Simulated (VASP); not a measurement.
Wanted: the native input for a VASP 6.6.1 run.

| Item | Value |
| --- | --- |
| Task | single point |
| Functional | LDA |
| Potentials or basis | VASP PAW LDA potentials, release 64 (Ni) |
| Cutoff | 520 eV |
| k mesh | 20 × 20 × 20 |
| Occupations | fermi-dirac, width 0.05 eV |
| Spin | collinear spin, ferromagnetic start |
| Starting moments | [1.5] μB |
| Dipole correction | no |
| Further INCAR settings | ALGO = Normal; EDIFF = 1e-06; NBANDS = 15 |

The structure of Ni lies in POSCAR:

```
Ni
1.0
    0.0000000000      1.7969379390      1.7969379390
    1.7969379390      0.0000000000      1.7969379390
    1.7969379390      1.7969379390      0.0000000000
Ni
1
Direct
    0.0000000000      0.0000000000      0.0000000000
```

These files were run (other wordings do the same):

INCAR

```
SYSTEM = Ni
ALGO     = Normal         ! electronic algorithm
EDIFF    = 1E-6           ! SCF threshold, eV
ENCUT    = 520            ! plane-wave cutoff, eV
ISIF     = 2              ! what is computed and relaxed
ISMEAR   = -1             ! smearing method
ISPIN    = 2              ! spin polarisation
LASPH    = .True.         ! aspherical terms in the spheres
LCHARG   = .False.        ! write CHGCAR
LMAXMIX  = 4              ! l up to which the mixer works
LORBIT   = 11             ! projections on sites
LREAL    = .False.        ! projectors in reciprocal space
LWAVE    = .False.        ! write WAVECAR
MAGMOM   = 1.5            ! initial moments
NBANDS   = 15             ! bands
NELM     = 150            ! most SCF steps
PREC     = Accurate       ! precision mode
SIGMA    = 0.05           ! smearing width, eV
```

KPOINTS

```
k-points
0
Gamma
  20 20 20
  0 0 0
```

Potentials or basis: VASP PAW LDA potentials, release 64 (Ni).

Run with:

```bash
$ cat potpaw_LDA.64/Ni/POTCAR > POTCAR
$ mpirun -np 1 vasp_std > vasp.out
```

Results of the run:

The pressure is -25.6 GPa, the net moment is 0.62 μB per cell and the site moments are Ni +0.63 μB. The valence electrons inside the program's atomic spheres are Ni 9.21.

Caveat: the cell stands under tension.

It took 52 s on 1 thread of AMD EPYC 9R45 96-Core Processor (Zen 5), with other jobs on the host, peak memory 0.14 GiB.
